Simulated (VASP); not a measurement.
# Zn (Fd-3m) in VASP: electric field gradients with r2SCAN

Aim: the electric field gradients of Zn with r2SCAN.

Everything below comes from runs of VASP 6.6.1. Logs are shortened: lines on timing, memory, paths and dates and some standing lists are left out, and cuts for length are marked.

## Step 1: The cell of the first run

The structure is cubic, space group Fd-3m (No. 227). The conventional cell has a = 5.331 Å, b = 5.331 Å, c = 5.331 Å, α = 90.00°, β = 90.00°, γ = 90.00°. Within 3.1 Å of Zn (site symmetry -43m) lie 4 Zn at 2.31 Å.

This isn't the form of Zn at room conditions, which is hcp.

## Step 2: Electric field gradients, r2SCAN

POSCAR

```
Zn
1.0
    0.0000000000      2.6657071200      2.6657071200
    2.6657071200      0.0000000000      2.6657071200
    2.6657071200      2.6657071200      0.0000000000
Zn
2
Direct
   -0.1250000000     -0.1250000000     -0.1250000000
    0.1250000000      0.1250000000      0.1250000000
```

INCAR.step1

```
SYSTEM = Zn
  ALGO = Normal
  EDIFF = 1E-4
  ENCUT = 520
  GGA = PE
  ISMEAR = -1
  LASPH = .True.
  LCHARG = .False.
  LREAL = .False.
  LWAVE = .True.
  NBANDS = 19
  NELM = 60
  PREC = Accurate
  SIGMA = 0.05
```

INCAR.step2

```
SYSTEM = Zn
  ALGO = Normal
  EDIFF = 1E-8
  ENCUT = 520
  ISIF = 2
  ISMEAR = -1
  ISTART = 1
  LASPH = .True.
  LCHARG = .False.
  LEFG = .True.
  LMIXTAU = .True.
  LREAL = .False.
  LWAVE = .False.
  METAGGA = R2SCAN
  NBANDS = 19
  NELM = 60
  PREC = Accurate
  SIGMA = 0.05
```

KPOINTS

```
k-points
0
Gamma
  10 10 10
  0 0 0
```

Potentials or basis: VASP PAW PBE potentials, release 64 (Zn).

The run is started by

```
> cat potpaw_PBE.64/Zn/POTCAR > POTCAR
> cp INCAR.step1 INCAR
> mpirun -np 1 vasp_std > vasp.out
> cp INCAR.step2 INCAR
> mpirun -np 1 vasp_std > vasp.out
```

OUTCAR:

```text
SYSTEM = Zn
   EDIFF = 1E-8
   ENCUT = 520
   ISIF = 2
   ISMEAR = -1
   ISTART = 1
   LASPH = .True.
   LREAL = .False.
   METAGGA = R2SCAN
   NELM = 60
   PREC = Accurate

 ion  position               nearest neighbor table
   1  0.875  0.875  0.875-   2 2.31   2 2.31   2 2.31   2 2.31
   2  0.125  0.125  0.125-   1 2.31   1 2.31   1 2.31   1 2.31

  LATTYP: Found a face centered cubic cell.
 ALAT       =     5.3314142400

  Lattice vectors:

 A1 = (   0.0000000000,   2.6657071200,   2.6657071200)
 A2 = (   2.6657071200,   0.0000000000,   2.6657071200)
 A3 = (   2.6657071200,   2.6657071200,   0.0000000000)

Analysis of symmetry for initial positions (statically):
=====================================================================
 Subroutine PRICEL returns:
 Original cell was already a primitive cell.

 Routine SETGRP: Setting up the symmetry group for a
 face centered cubic supercell.

 Subroutine GETGRP returns: Found 48 space group operations
 (whereof 12 operations were pure point group operations)
 out of a pool of 48 trial point group operations.

The static configuration has the point symmetry D_3d.
 The point group associated with its full space group is O_h .

Analysis of symmetry for dynamics (positions and initial velocities):
=====================================================================
 Subroutine PRICEL returns:
 Original cell was already a primitive cell.

 Routine SETGRP: Setting up the symmetry group for a
 face centered cubic supercell.

 Subroutine GETGRP returns: Found 48 space group operations
 (whereof 12 operations were pure point group operations)
 out of a pool of 48 trial point group operations.

The dynamic configuration has the point symmetry D_3d.
 The point group associated with its full space group is O_h .

 Subroutine INISYM returns: Found 48 space group operations
 (whereof 12 operations are pure point group operations),
 and found     1 'primitive' translations

----------------------------------------------------------------------------------------

                                     Primitive cell

  volume of cell :      37.8850

  direct lattice vectors                    reciprocal lattice vectors
     0.000000000  2.665707120  2.665707120    -0.187567492  0.187567492  0.187567492
     2.665707120  0.000000000  2.665707120     0.187567492 -0.187567492  0.187567492
     2.665707120  2.665707120  0.000000000     0.187567492  0.187567492 -0.187567492

  length of vectors
     3.769879162  3.769879162  3.769879162     0.324876427  0.324876427  0.324876427

  position of ions in fractional coordinates (direct lattice)
     0.875000000  0.875000000  0.875000000
     0.125000000  0.125000000  0.125000000

  ion indices of the primitive-cell ions
   primitive index   ion index
                 1           1
                 2           2

----------------------------------------------------------------------------------------

 KPOINTS: k-points

Automatic generation of k-mesh.
 Grid dimensions read from file:
 generate k-points for:   10   10   10

 Generating k-lattice:

  Cartesian coordinates                     Fractional coordinates (reciprocal lattice)
    -0.018756749  0.018756749  0.018756749     0.100000000  0.000000000  0.000000000
     0.018756749 -0.018756749  0.018756749     0.000000000  0.100000000  0.000000000
     0.018756749  0.018756749 -0.018756749     0.000000000  0.000000000  0.100000000

  Length of vectors
     0.032487643  0.032487643  0.032487643

  Shift w.r.t. Gamma in fractional coordinates (k-lattice)
     0.000000000  0.000000000  0.000000000

 Subroutine IBZKPT returns following result:
 ===========================================

 Found     47 irreducible k-points:

 Following reciprocal coordinates:
            Coordinates               Weight
  0.000000  0.000000  0.000000      1.000000
  0.100000  0.000000  0.000000      8.000000
  0.200000  0.000000  0.000000      8.000000
  0.300000  0.000000  0.000000      8.000000
  0.400000  0.000000  0.000000      8.000000
  0.500000  0.000000  0.000000      4.000000
[... 16 lines left out ...]
  0.300000  0.300000  0.000000      6.000000
  0.400000  0.300000  0.000000     24.000000
 [... further k-points ...]
   k-points           NKPTS =     47   k-points in BZ     NKDIM =     47   number of bands    NBANDS=     19
   number of dos      NEDOS =    301   number of ions     NIONS =      2
   total plane-waves  NPLWV =  21952
   dimension x,y,z NGX =    28 NGY =   28 NGZ =   28
   dimension x,y,z NGXF=    56 NGYF=   56 NGZF=   56
   ions per type =               2
   NGX,Y,Z   is equivalent  to a cutoff of  12.35, 12.35, 12.35 a.u.
   NGXF,Y,Z  is equivalent  to a cutoff of  24.70, 24.70, 24.70 a.u.
 SYSTEM =  Zn
   PREC   = accura    normal or accurate (medium, high low for compatibility)
   ISTART =      1    job   : 0-new  1-cont  2-samecut
   ICHARG =      0    charge: 1-file 2-atom 10-const
   ISPIN  =      1    spin polarized calculation?
   LNONCOLLINEAR =      F non collinear calculations
   LSORBIT =      F    spin-orbit coupling
   LASPH  =      T    aspherical Exc in radial PAW
   ENCUT  =  520.0 eV  38.22 Ry    6.18 a.u.   7.01  7.01  7.01*2*pi/ulx,y,z
   NELM   =     60;   NELMIN=  2; NELMDL=  0     # of ELM steps
   EDIFF  = 0.1E-07   stopping-criterion for ELM
   LREAL  =      F    real-space projection
   EDIFFG = 0.1E-06   stopping-criterion for IOM
   NSW    =      0    number of steps for IOM
   IBRION =     -1    ionic relax: 0-MD 1-quasi-New 2-CG
   NFREE  =      0    steps in history (QN), initial steepest desc. (CG)
   ISIF   =      2    stress and relaxation
   ISYM   =      2    0-nonsym 1-usesym 2-fastsym
   POTIM  = 0.5000    time-step for ionic-motion
   TEBEG  =    0.0;   TEEND  =   0.0 temperature during run
   PSTRESS=    0.0 pullay stress
   NELECT =      24.0000    total number of electrons
   NUPDOWN=      -1.0000    fix difference up-down
   EMIN   =  10.00;   EMAX   =-10.00  energy-range for DOS
   EFERMI =   0.00;   METHOD = LEGACY
   ISMEAR =    -1;   SIGMA  =   0.05  broadening in eV -4-tet -1-fermi 0-gaus
   EFERMI_NEDOS =   21; number of points for ismear=-14 and -15
   IALGO  =     38    algorithm
   IMIX   =      4    mixing-type and parameters
     AMIX     =   0.40;   BMIX     =  1.00
     AMIX_MAG =   1.60;   BMIX_MAG =  1.00
  volume/ion in A,a.u.               =      18.94       127.83
  Fermi-wavevector in a.u.,A,eV,Ry     =   1.406013  2.656980 26.897002  1.976874
  Thomas-Fermi vector in A             =   2.528417
   LORBIT       =      0    0 simple, 1 ext, 2 COOP (PROOUT), +10 PAW based schemes
   METAGGA = R2SCAN    functional components
   LHFCALC =     F    Hartree Fock is set to
   AEXX    =    0.0000 exact exchange contribution
   IVDW    =     0    specifies the selected vdW correction
   LEPSILON=     F    determine dielectric tensor
   LRPA    =     F    only Hartree local field effects (RPA)
 non-spin polarized calculation
  energy-cutoff  :      520.00
  volume of cell :       37.88
 maximum number of plane-waves:      1034
   NGX = 13   NGY = 13   NGZ = 13

 number of electron      24.0000035 magnetization

 Free energy of the ion-electron system (eV)
  ---------------------------------------------------
  ext. energy  EPLUGINS =         0.00000000
  ---------------------------------------------------
  free energy    TOTEN  =       -16.43245028 eV

  energy without entropy =      -16.42517225  energy(sigma->0) =      -16.42881126

 E-fermi :   1.3038     XC(G=0): -10.9830

 val. band max:        1.2912832466   @ k =  -0.3000   0.3000   0.1000
 cond. band min:       1.5009964156   @ k =   0.5000   0.3000   0.0000
 fundamental gap:      0.2097131689
 Fermi energy:         1.3038356562

 k-point     1 :       0.0000    0.0000    0.0000
  band No.  band energies     occupation
      1      -7.9254      2.00000
      2      -7.1323      2.00000
      3      -7.1323      2.00000
      4      -7.1323      2.00000
      5      -7.0837      2.00000
      6      -7.0837      2.00000
[... 11 lines left out ...]
     18      12.0030      0.00000
     19      12.8311      0.00000
[... 485 lines left out ...]
 k-point    24 :       0.4000    0.3000    0.0000
  band No.  band energies     occupation
      1      -7.3187      2.00000
      2      -7.1512      2.00000
      3      -7.1488      2.00000
      4      -6.8791      2.00000
      5      -6.7280      2.00000
      6      -6.6099      2.00000
[... 11 lines left out ...]
     18      16.0179      0.00000
     19      19.3545      0.00000

 [... further k-points ...]

------------------------ aborting loop because EDIFF is reached ----------------------------------------

  FORCE on cell =-STRESS in cart. coord.  units (eV):
  Direction    XX          YY          ZZ          XY          YZ          ZX
  --------------------------------------------------------------------------------------
  -------------------------------------------------------------------------------------
  Total        2.6928111      2.6928111      2.6928111     -0.0000000     -0.0000000      0.0000000
  in kB      113.8804496    113.8804496    113.8804496     -0.0000000     -0.0000000      0.0000000
  external PRESSURE =     113.8804496 kB  Pullay stress =       0.0000000 kB

 VOLUME and BASIS-vectors are now :
 -----------------------------------------------------------------------------
  energy-cutoff  :      520.00
  volume of cell :       37.88
      direct lattice vectors                 reciprocal lattice vectors
     0.000000000  2.665707120  2.665707120    -0.187567492  0.187567492  0.187567492
     2.665707120  0.000000000  2.665707120     0.187567492 -0.187567492  0.187567492
     2.665707120  2.665707120  0.000000000     0.187567492  0.187567492 -0.187567492

 POSITION                                       TOTAL-FORCE (eV/Angst)
 -----------------------------------------------------------------------------------
      4.66499      4.66499      4.66499         0.000000      0.000000      0.000000
      0.66643      0.66643      0.66643        -0.000000     -0.000000     -0.000000
 -----------------------------------------------------------------------------------
    total drift:                                0.000000      0.000000     -0.000000

  FREE ENERGIE OF THE ION-ELECTRON SYSTEM (eV)
  ---------------------------------------------------
  free  energy   TOTEN  =       -16.4324502783 eV

  energy  without entropy=      -16.4251722482  energy(sigma->0) =      -16.42881126

 Electric field gradients (V/A^2)
---------------------------------------------------------------------
 ion       V_xx      V_yy      V_zz      V_xy      V_xz      V_yz
---------------------------------------------------------------------
   1      -0.000     0.000    -0.000    -0.000    -0.000    -0.000
   2      -0.000     0.000    -0.000    -0.000    -0.000    -0.000
---------------------------------------------------------------------

 Electric field gradients after diagonalization (V/A^2)
 (convention: |V_zz| > |V_xx| > |V_yy|)
----------------------------------------------------------------------
 ion       V_xx      V_yy      V_zz     asymmetry (V_yy - V_xx)/ V_zz
----------------------------------------------------------------------
   1       0.000     0.000    -0.001       0.000
   2       0.000     0.000    -0.001       0.000
----------------------------------------------------------------------

           NMR quadrupolar parameters

 Cq : quadrupolar parameter    Cq=e*Q*V_zz/h
 eta: asymmetry parameters     (V_yy - V_xx)/ V_zz
 Q  : nuclear electric quadrupole moment in mb (millibarn)
----------------------------------------------------------------------
 ion       Cq(MHz)       eta       Q (mb)
----------------------------------------------------------------------
   1      -0.000       0.000       1.000
   2      -0.000       0.000       1.000
----------------------------------------------------------------------
```

Run time: 87 s. Hardware: 1 thread of AMD EPYC 9R45 (Zen 5), shared host; peak memory 0.14 GiB.

Results:

* Free energy: -16.4325 eV
* Pressure: 11.4 GPa
* Band gap on the k mesh: zero (bands 12 and 13 overlap by 7.87 eV)
* Largest electric field gradient by atom: zero within the noise of the run

Caveat: the cell stands under pressure; the PAW data sets were made with another functional, which shifts forces and pressure a little.
